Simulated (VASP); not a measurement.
Wanted: the native input for a VASP 6.6.1 run.

* Task: single point
* Functional: PBE
* Potentials or basis: VASP PAW PBE potentials, release 64 (Ti_sv, B)
* Cutoff: 520 eV
* k mesh: 15 × 15 × 14
* Occupations: gaussian, width 0.1 eV
* Spin: no spin polarisation
* Dipole correction: no
* Further INCAR settings: ALGO = Normal; EDIFF = 1e-06; NBANDS = 16

The structure of TiB2 lies in POSCAR:

```
TiB2
1.0
    3.0321012950      0.0000000000      0.0000000000
   -1.5160506475      2.6258767483      0.0000000000
    0.0000000000      0.0000000000      3.2234106352
Ti B
1 2
Direct
    0.0000000000      0.0000000000      0.0000000000
    0.3333333333      0.6666666667      0.5000000000
    0.6666666667      0.3333333333      0.5000000000
```

The input as run:

INCAR

```
SYSTEM = TiB2
PREC     = Accurate       ! precision mode
ENCUT    = 520            ! plane-wave cutoff, eV
EDIFF    = 1E-6           ! SCF threshold, eV
ISMEAR   = 0              ! smearing method
SIGMA    = 0.1            ! smearing width, eV
LREAL    = .False.        ! projectors in reciprocal space
LASPH    = .True.         ! aspherical terms in the spheres
NELM     = 60             ! most SCF steps
ALGO     = Normal         ! electronic algorithm
ISIF     = 2              ! what is computed and relaxed
LWAVE    = .False.        ! write WAVECAR
LCHARG   = .False.        ! write CHGCAR
GGA      = PE             ! functional
NBANDS   = 16             ! bands
```

KPOINTS

```
Automatic mesh
0
Gamma
  15 15 14
  0 0 0
```

Potentials or basis: VASP PAW PBE potentials, release 64 (Ti_sv, B).

The run is started by

```sh
$ cat potpaw_PBE.64/Ti_sv/POTCAR potpaw_PBE.64/B/POTCAR > POTCAR
$ mpirun -np 1 vasp_std > vasp.out
```

Results of the run:

The pressure is 0.3 GPa and the band gap on the k mesh is zero (band 9 reaches 10.40 eV, above the bottom of band 10 at 9.80 eV).

Wall time 73 s on 1 thread of AMD EPYC 9R45 (Zen 5) (shared host), peak memory 0.17 GiB.
